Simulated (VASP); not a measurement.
# CaO (P6_3/mmc) in VASP: further runs

Aim: see how the results for CaO move with the level of theory and the settings. Levels: PBE, r2SCAN. Tasks: single point.

Everything below comes from runs of VASP 6.6.1. Logs are shortened: lines on timing, memory, paths and dates and some standing lists are left out, and cuts for length are marked.

### Step 1. The cell of the first run

The structure is hexagonal, space group P6_3/mmc (No. 194). The conventional cell has a = 3.139 Å, b = 3.139 Å, c = 5.901 Å, α = 90.00°, β = 90.00°, γ = 120.00°. Ca (site symmetry -3m) has 6 O at 2.34 Å and 8 Ca at 2.95 to 3.14 Å within 3.2 Å. O (site symmetry -6m2) has 6 Ca at 2.34 Å and 6 O at 3.14 Å within 3.2 Å.

### Step 2. Single point, PBE (epitaxial xy strain -5.5%)

The input, INCAR:

```
  ALGO = Normal
  EDIFF = 1E-6
  ENCUT = 520
  GGA = PE
  ISIF = 2
  ISMEAR = -1
  LASPH = T
  LCHARG = F
  LREAL = F
  LWAVE = F
  NBANDS = 24
  NELM = 60
  PREC = Accurate
  SIGMA = 0.02
```

The input, KPOINTS:

```
k-points
0
Gamma
  12 12 4
```

The input, POSCAR:

```
CaO
1.0
    3.1386680946      0.0000000000      0.0000000000
   -1.5693340473      2.7181663040      0.0000000000
    0.0000000000      0.0000000000      5.9008107200
Ca O
2 2
Direct
    0.0000000000      0.0000000000      0.0000000000
    0.0000000000      0.0000000000      0.5000000000
    0.3333333333      0.6666666667      0.2500000000
    0.6666666667      0.3333333333      0.7500000000
```

Potentials or basis: VASP PAW PBE potentials, release 64 (Ca_sv, O).

Started as:

```sh
cat potpaw_PBE.64/Ca_sv/POTCAR potpaw_PBE.64/O/POTCAR > POTCAR
mpirun -np 1 vasp_std > vasp.out
```

OUTCAR:

```text
EDIFF = 1E-6
   ENCUT = 520
   GGA = PE
   ISIF = 2
   ISMEAR = -1
   LASPH = T
   LREAL = F
   NELM = 60
   PREC = Accurate

 ion  position               nearest neighbor table
   1  0.000  0.000  0.000-   3 2.34   4 2.34   4 2.34   3 2.34   4 2.34   3 2.34   2 2.95   2 2.95

   2  0.000  0.000  0.500-   3 2.34   4 2.34   4 2.34   3 2.34   4 2.34   3 2.34   1 2.95   1 2.95

   3  0.333  0.667  0.250-   1 2.34   2 2.34   1 2.34   2 2.34   1 2.34   2 2.34
   4  0.667  0.333  0.750-   1 2.34   2 2.34   1 2.34   2 2.34   1 2.34   2 2.34

  LATTYP: Found a hexagonal cell.
 ALAT       =     3.1386680946
 C/A-ratio  =     1.8800365448

  Lattice vectors:

 A1 = (   3.1386680946,   0.0000000000,   0.0000000000)
 A2 = (  -1.5693340473,   2.7181663040,   0.0000000000)
 A3 = (   0.0000000000,   0.0000000000,   5.9008107200)

Analysis of symmetry for initial positions (statically):
=====================================================================
 Subroutine PRICEL returns:
 Original cell was already a primitive cell.

 Routine SETGRP: Setting up the symmetry group for a
 hexagonal supercell.

 Subroutine GETGRP returns: Found 24 space group operations
 (whereof 12 operations were pure point group operations)
 out of a pool of 24 trial point group operations.

The static configuration has the point symmetry D_3d.
 The point group associated with its full space group is D_6h.

Analysis of symmetry for dynamics (positions and initial velocities):
=====================================================================
 Subroutine PRICEL returns:
 Original cell was already a primitive cell.

 Routine SETGRP: Setting up the symmetry group for a
 hexagonal supercell.

 Subroutine GETGRP returns: Found 24 space group operations
 (whereof 12 operations were pure point group operations)
 out of a pool of 24 trial point group operations.

The dynamic configuration has the point symmetry D_3d.
 The point group associated with its full space group is D_6h.

 Subroutine INISYM returns: Found 24 space group operations
 (whereof 12 operations are pure point group operations),
 and found     1 'primitive' translations

----------------------------------------------------------------------------------------

                                     Primitive cell

  volume of cell :      50.3423
[... 90 lines left out ...]
   LASPH  =      T    aspherical Exc in radial PAW
   ENCUT  =  520.0 eV  38.22 Ry    6.18 a.u.   5.84  5.84 10.97*2*pi/ulx,y,z
   NELM   =     60;   NELMIN=  2; NELMDL= -5     # of ELM steps
   EDIFF  = 0.1E-05   stopping-criterion for ELM
   LREAL  =      F    real-space projection
   EDIFFG = 0.1E-04   stopping-criterion for IOM
   NSW    =      0    number of steps for IOM
   IBRION =     -1    ionic relax: 0-MD 1-quasi-New 2-CG
   NFREE  =      0    steps in history (QN), initial steepest desc. (CG)
   ISIF   =      2    stress and relaxation
   ISYM   =      2    0-nonsym 1-usesym 2-fastsym
   POTIM  = 0.5000    time-step for ionic-motion
   TEBEG  =    0.0;   TEEND  =   0.0 temperature during run
   PSTRESS=    0.0 pullay stress
   NELECT =      32.0000    total number of electrons
   NUPDOWN=      -1.0000    fix difference up-down
   EMIN   =  10.00;   EMAX   =-10.00  energy-range for DOS
   EFERMI =   0.00;   METHOD = LEGACY
   ISMEAR =    -1;   SIGMA  =   0.02  broadening in eV -4-tet -1-fermi 0-gaus
   EFERMI_NEDOS =   21; number of points for ismear=-14 and -15
   IALGO  =     38    algorithm
   IMIX   =      4    mixing-type and parameters
     AMIX     =   0.40;   BMIX     =  1.00
     AMIX_MAG =   1.60;   BMIX_MAG =  1.00
  volume/ion in A,a.u.               =      12.59        84.93
  Fermi-wavevector in a.u.,A,eV,Ry     =   1.407604  2.659986 26.957886  1.981349
  Thomas-Fermi vector in A             =   2.529846
   LORBIT       =      0    0 simple, 1 ext, 2 COOP (PROOUT), +10 PAW based schemes
   GGA     = PE    functional components
   LHFCALC =     F    Hartree Fock is set to
   AEXX    =    0.0000 exact exchange contribution
   IVDW    =     0    specifies the selected vdW correction
   LEPSILON=     F    determine dielectric tensor
   LRPA    =     F    only Hartree local field effects (RPA)
 non-spin polarized calculation
  energy-cutoff  :      520.00
  volume of cell :       50.34
 maximum number of plane-waves:      1378
 NGX is ok and might be reduce to    24
   NGX = 11   NGY = 11   NGZ = 21

 number of electron      31.9999986 magnetization

 Free energy of the ion-electron system (eV)
  ---------------------------------------------------
  ext. energy  EPLUGINS =         0.00000000
  ---------------------------------------------------
  free energy    TOTEN  =       -24.51947739 eV

  energy without entropy =      -24.51947739  energy(sigma->0) =      -24.51947739

 E-fermi :   3.8019     XC(G=0): -10.9600

 val. band max:        3.2894031577   @ k =   0.0000   0.0000   0.0000
 cond. band min:       6.8208690031   @ k =   0.0000   0.0000   0.0000
 fundamental gap:      3.5314658454
 Fermi energy:         3.8019377059

 k-point     1 :       0.0000    0.0000    0.0000
  band No.  band energies     occupation
      1     -34.6485      2.00000
      2     -34.4871      2.00000
      3     -16.9764      2.00000
      4     -15.2735      2.00000
      5     -15.2735      2.00000
      6     -15.1685      2.00000
[... 637 lines left out ...]
     23      12.1058      0.00000
     24      12.3685      0.00000

 [... further k-points ...]

------------------------ aborting loop because EDIFF is reached ----------------------------------------

  FORCE on cell =-STRESS in cart. coord.  units (eV):
  Direction    XX          YY          ZZ          XY          YZ          ZX
  --------------------------------------------------------------------------------------
  -------------------------------------------------------------------------------------
  Total        6.9428998      6.9428998      1.3693152      0.0000000      0.0000000      0.0000000
  in kB      220.9624010    220.9624010     43.5793657      0.0000000      0.0000000      0.0000000
  external PRESSURE =     161.8347226 kB  Pullay stress =       0.0000000 kB

 VOLUME and BASIS-vectors are now :
 -----------------------------------------------------------------------------
  energy-cutoff  :      520.00
  volume of cell :       50.34
      direct lattice vectors                 reciprocal lattice vectors
     3.138668095  0.000000000  0.000000000     0.318606482  0.183947538  0.000000000
    -1.569334047  2.718166304  0.000000000     0.000000000  0.367895076  0.000000000
     0.000000000  0.000000000  5.900810720     0.000000000  0.000000000  0.169468239

 POSITION                                       TOTAL-FORCE (eV/Angst)
 -----------------------------------------------------------------------------------
      0.00000      0.00000      0.00000         0.000000      0.000000     -0.000000
      0.00000      0.00000      2.95041         0.000000      0.000000     -0.000000
     -0.00000      1.81211      1.47520        -0.000000      0.000000     -0.000000
      1.56933      0.90606      4.42561        -0.000000     -0.000000      0.000000
 -----------------------------------------------------------------------------------
    total drift:                               -0.000000      0.000000      0.000000

  FREE ENERGIE OF THE ION-ELECTRON SYSTEM (eV)
  ---------------------------------------------------
  free  energy   TOTEN  =       -24.5194773897 eV

  energy  without entropy=      -24.5194773897  energy(sigma->0) =      -24.51947739
```

stdout:

```text
POSCAR found type information on POSCAR CaO
 POSCAR found :  2 types and       4 ions
 scaLAPACK will be used
 LDA part: xc-table for (Slater+PW92), standard interpolation
 POSCAR, INCAR and KPOINTS ok, starting setup
 FFT: planning ... GRIDC
 FFT: planning ... GRID_SOFT
 FFT: planning ... GRID
 WAVECAR not read
 entering main loop
```

Run time: 67 s. Hardware: 1 thread of Intel Xeon Platinum 8375C at 2.90GHz (Ice Lake), shared host; peak memory 0.2 GiB.

What came out:

| Quantity | Value |
| --- | --- |
| Free energy | -24.5195 eV |
| Pressure | 16.2 GPa |
| Band gap on the k mesh | 3.53 eV |

Caveat: the cell differs from its parent crystal (epitaxial xy strain -5.5%); the stress differs along the axes, from 4 to 22 GPa. A k mesh can miss the band edges.

### Step 3. Single point, PBE (uniaxial z strain +3.7%)

The input, INCAR:

```
SYSTEM = CaO
PREC = Accurate
ENCUT = 520
EDIFF = 1E-7
ISMEAR = -1
SIGMA = 0.02
LREAL = .False.
LASPH = .True.
NELM = 80
ALGO = Normal
ISIF = 2
LWAVE = .False.
LCHARG = .False.
GGA = PE
NBANDS = 24
```

The input, KPOINTS:

```
Automatic mesh
0
Gamma
  12 12 4
  0 0 0
```

The input, POSCAR:

```
CaO
1.0
    3.3199366349      0.0000000000      0.0000000000
   -1.6599683174      2.8751494648      0.0000000000
    0.0000000000      0.0000000000      6.0271122287
Ca O
2 2
Direct
    0.0000000000      0.0000000000      0.0000000000
    0.0000000000      0.0000000000      0.5000000000
    0.3333333333      0.6666666667      0.2500000000
    0.6666666667      0.3333333333      0.7500000000
```

Potentials or basis: VASP PAW PBE potentials, release 64 (Ca_sv, O).

Started as:

```sh
cat potpaw_PBE.64/Ca_sv/POTCAR potpaw_PBE.64/O/POTCAR > POTCAR
mpirun -np 1 vasp_std > vasp.out
```

Wall time 1.7 min (1 thread of Intel Xeon Platinum 8375C at 2.90GHz (Ice Lake), shared host); peak memory 0.22 GiB.

It converged, with:

- Free energy: -24.9314 eV
- Pressure: -0.9 GPa
- Band gap on the k mesh: 3.54 eV

Stress tensor (GPa, compression positive):
```
 2.05  0.00  0.00
 0.00  2.05  0.00
 0.00  0.00 -6.64
```

Levels at points of the mesh, in eV from the valence-band top:
```csv
k point,band 14,band 15,band 16,band 17,band 18,band 19
"(0.00, 0.00, 0.00)",-0.39,0.00,0.00,3.54,4.77,6.33
"(0.50, 0.00, 0.00)",-1.15,-0.89,-0.36,3.83,5.43,6.96
"(0.00, 0.00, 0.50)",-0.51,-0.51,-0.51,5.44,5.44,6.42
"(0.50, 0.00, 0.50)",-1.21,-0.77,-0.77,4.76,4.76,7.78
```

Caveat: the cell differs from its parent crystal (uniaxial z strain +3.7%); the stress differs along the axes, from -7 to 2 GPa.

### Step 4. Single point, r2SCAN (epitaxial xy strain -5.5%)

The input, POSCAR:

```
CaO
1.0
    3.1386680946      0.0000000000      0.0000000000
   -1.5693340473      2.7181663040      0.0000000000
    0.0000000000      0.0000000000      5.9008107200
Ca O
2 2
Direct
    0.0000000000      0.0000000000      0.0000000000
    0.0000000000      0.0000000000      0.5000000000
    0.3333333333      0.6666666667      0.2500000000
    0.6666666667      0.3333333333      0.7500000000
```

The input, INCAR.step1:

```
  ALGO = Normal
  EDIFF = 1E-4
  ENCUT = 520
  GGA = PE
  ISMEAR = 0
  LASPH = True
  LCHARG = False
  LREAL = False
  LWAVE = True
  NBANDS = 24
  NELM = 80
  PREC = Accurate
  SIGMA = 0.01
```

The input, INCAR.step2:

```
  ALGO = Normal
  EDIFF = 1E-6
  ENCUT = 520
  ISIF = 2
  ISMEAR = 0
  ISTART = 1
  LASPH = True
  LCHARG = False
  LMIXTAU = True
  LREAL = False
  LWAVE = False
  METAGGA = R2SCAN
  NBANDS = 24
  NELM = 80
  PREC = Accurate
  SIGMA = 0.01
```

The input, KPOINTS:

```
k-points
0
Gamma
  12 12 4
```

Started as:

```sh
cat potpaw_PBE.64/Ca_sv/POTCAR potpaw_PBE.64/O/POTCAR > POTCAR
cp INCAR.step1 INCAR
mpirun -np 1 vasp_std > vasp.out
cp INCAR.step2 INCAR
mpirun -np 1 vasp_std > vasp.out
```

Run time: 3.4 min. Hardware: 1 thread of Intel Xeon Platinum 8375C at 2.90GHz (Ice Lake), shared host; peak memory 0.21 GiB.

Results (log left out):

* Free energy: -37.8734 eV
* Pressure: 14.2 GPa
* Band gap on the k mesh: 4.10 eV

Stress tensor (GPa, compression positive):
```
20.47  0.00  0.00
 0.00 20.47  0.00
 0.00  0.00  1.76
```

Levels at points of the mesh, in eV from the valence-band top:
```
           k point  band 12  band 13  band 14  band 15  band 16  band 17  band 18  band 19  band 20  band 21
(0.00, 0.00, 0.00)    -1.08    -1.08    -0.55     0.00     0.00     4.10     6.55     7.22     7.22     7.38
(0.50, 0.00, 0.00)    -2.23    -1.49    -1.40    -0.90    -0.35     4.30     5.92     8.45     8.88     9.63
(0.00, 0.00, 0.50)    -1.98    -0.59    -0.59    -0.59    -0.59     6.12     6.12     7.70     7.70     7.70
(0.50, 0.00, 0.50)    -2.38    -1.51    -1.51    -0.90    -0.90     5.28     5.28     9.35     9.35     9.60
```

Caveat: the cell differs from its parent crystal (epitaxial xy strain -5.5%); the stress differs along the axes, from 2 to 20 GPa; the PAW data sets were made with another functional, which shifts forces and pressure a little.

### Step 5. Single point, r2SCAN (uniaxial z strain +3.7%)

The input, POSCAR:

```
CaO
1.0
    3.3199366349      0.0000000000      0.0000000000
   -1.6599683174      2.8751494648      0.0000000000
    0.0000000000      0.0000000000      6.0271122287
Ca O
2 2
Direct
    0.0000000000      0.0000000000      0.0000000000
    0.0000000000      0.0000000000      0.5000000000
    0.3333333333      0.6666666667      0.2500000000
    0.6666666667      0.3333333333      0.7500000000
```

The input, INCAR.step1:

```
PREC = Accurate ; ENCUT = 520
ISMEAR = 0 ; SIGMA = 0.01
LREAL = False ; LASPH = True
NELM = 60 ; NBANDS = 24
GGA = PE ; ALGO = Normal
EDIFF = 1E-4 ; LWAVE = True
LCHARG = False
```

The input, INCAR.step2:

```
PREC = Accurate ; ENCUT = 520
EDIFF = 1E-6 ; ISMEAR = 0
SIGMA = 0.01 ; LREAL = False
LASPH = True ; NELM = 60
ALGO = Normal ; ISIF = 2
LWAVE = False ; LCHARG = False
METAGGA = R2SCAN ; LMIXTAU = True
NBANDS = 24 ; ISTART = 1
```

The input, KPOINTS:

```
Automatic mesh
0
Gamma
  12 12 4
```

Started as:

```sh
cat potpaw_PBE.64/Ca_sv/POTCAR potpaw_PBE.64/O/POTCAR > POTCAR
cp INCAR.step1 INCAR
mpirun -np 1 vasp_std > vasp.out
cp INCAR.step2 INCAR
mpirun -np 1 vasp_std > vasp.out
```

Wall time 6.4 min (1 thread of Intel Xeon Platinum 8375C at 2.90GHz (Ice Lake), shared host); peak memory 0.23 GiB.

Results (log left out):

| Item | Value |
| --- | --- |
| Free energy | -38.1975 eV |
| Pressure | -3.1 GPa |
| Band gap on the k mesh | 4.12 eV |

Stress tensor (GPa, compression positive):
```
 0.02  0.00  0.00
 0.00  0.02  0.00
 0.00  0.00 -9.41
```

Levels at points of the mesh, in eV from the valence-band top:
| k point | band 13 | band 14 | band 15 | band 16 | band 17 | band 18 | band 19 | band 20 |
| --- | --- | --- | --- | --- | --- | --- | --- | --- |
| (0.00, 0.00, 0.00) | -0.93 | -0.40 | 0.00 | 0.00 | 4.12 | 5.47 | 6.97 | 6.97 |
| (0.50, 0.00, 0.00) | -1.34 | -1.15 | -0.89 | -0.36 | 4.39 | 6.03 | 7.63 | 8.03 |
| (0.00, 0.00, 0.50) | -0.50 | -0.50 | -0.50 | -0.50 | 6.03 | 6.03 | 7.15 | 7.15 |
| (0.50, 0.00, 0.50) | -1.21 | -1.21 | -0.76 | -0.76 | 5.33 | 5.33 | 8.49 | 8.49 |

Caveat: the cell differs from its parent crystal (uniaxial z strain +3.7%); the stress differs along the axes, from -9 to 0 GPa; the PAW data sets were made with another functional, which shifts forces and pressure a little. A k mesh can miss the band edges.

### Step 6. Summary

| level | cell | smearing | gap on the mesh (eV) | pressure (GPa) |
| --- | --- | --- | --- | --- |
| PBE | a = 3.139, b = 3.139, c = 5.901 Å, angles 90.0, 90.0, 120.0°, 4 atoms | fermi-dirac 0.02 eV | 3.53 | 16.2 |
| PBE | a = 3.320, b = 3.320, c = 6.027 Å, angles 90.0, 90.0, 120.0°, 4 atoms | fermi-dirac 0.02 eV | 3.54 | -0.9 |
| r2SCAN | a = 3.139, b = 3.139, c = 5.901 Å, angles 90.0, 90.0, 120.0°, 4 atoms | gaussian 0.01 eV | 4.10 | 14.2 |
| r2SCAN | a = 3.320, b = 3.320, c = 6.027 Å, angles 90.0, 90.0, 120.0°, 4 atoms | gaussian 0.01 eV | 4.12 | -3.1 |

Alike in all rows: task single point; potentials or basis VASP PAW PBE potentials, release 64 (Ca_sv, O); no spin polarisation; k mesh 12 × 12 × 4; cutoff (eV) 520.

Caveats: the PAW data sets were made with another functional, which shifts forces and pressure a little (at least some runs); the stress differs along the axes, from 4 to 22 GPa (at least some runs); the stress differs along the axes, from -7 to 2 GPa (at least some runs); the stress differs along the axes, from 2 to 20 GPa (at least some runs); the stress differs along the axes, from -9 to 0 GPa (at least some runs).

Absolute energies hang on the potentials; compare differences alone.
